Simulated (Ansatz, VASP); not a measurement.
TiAl: VASP beside Ansatz

Contents of INCAR:

```
SYSTEM = TiAl
PREC     = Accurate       ! precision mode
ENCUT    = 520            ! plane-wave cutoff, eV
EDIFF    = 1E-7           ! SCF threshold, eV
ISMEAR   = 0              ! smearing method
SIGMA    = 0.15           ! smearing width, eV
LREAL    = .False.        ! projectors in reciprocal space
LASPH    = .True.         ! aspherical terms in the spheres
NELM     = 60             ! most SCF steps
ALGO     = Normal         ! electronic algorithm
ISIF     = 2              ! what is computed and relaxed
LWAVE    = .False.        ! write WAVECAR
LCHARG   = .False.        ! write CHGCAR
GGA      = PS             ! functional
NBANDS   = 14             ! bands
```

File KPOINTS:

```
Automatic mesh
0
Gamma
  18 18 10
  0 0 0
```

File POSCAR:

```
TiAl
1.0
    2.9532800997      0.0000000000      0.0000000000
   -1.4766400498      2.5576155908      0.0000000000
    0.0000000000      0.0000000000      4.5377405100
Ti Al
1 1
Direct
    0.0000000000      0.0000000000      0.0000000000
    0.3333333333      0.6666666667      0.5000000000
```

Input for Ansatz:

```yaml
crystal:
  lattice:
    - [2.9532800997, 0.0, 0.0]
    - [-1.4766400498, 2.5576155908, 0.0]
    - [0.0, 0.0, 4.53774051]
  atoms:
    - { symbol: Ti, position: [0.0, 0.0, 0.0] }
    - { symbol: Al, position: [0.3333333333, 0.6666666667, 0.5] }
basis:
  ecutwfc: 420
kpoints:
  mp_grid: { grid: [18, 18, 10] }
hamiltonian:
  xc: pbesol
scf:
  occupations: { method: gaussian, width: 0.15 }
output:
  forces: true
  stress: true
  eigenvalues: true
```

Change from the starting cell: strain +0.030 along x and y, -0.030 along z, atoms carried along.

Alike in both runs: task single point; functional PBEsol; k mesh 18 × 18 × 10; occupations gaussian, width 0.15 eV; no spin polarisation.

```csv
,VASP,Ansatz
version,VASP 6.6.1,Ansatz 0.2.0
potentials or method,"VASP PAW PBE potentials, release 64 (Ti_sv, Al), cutoff 520 eV","scalar-relativistic, plane waves, PAW"
valence electrons in the cell,15,15
```

|  | VASP | Ansatz | Ansatz less VASP |
| --- | --- | --- | --- |
| gap on the k mesh at the Fermi level (eV) | none | none | - |
| pressure (GPa) | -4.8 | -4.8 | -0.01 |
| traceless stress, the component that is largest in VASP (GPa) | 3.59 | 3.53 | -0.058 |

VASP's potentials were made for PBE, not for PBEsol. A gap of «none» marks a metal or a gap that the smearing closes.
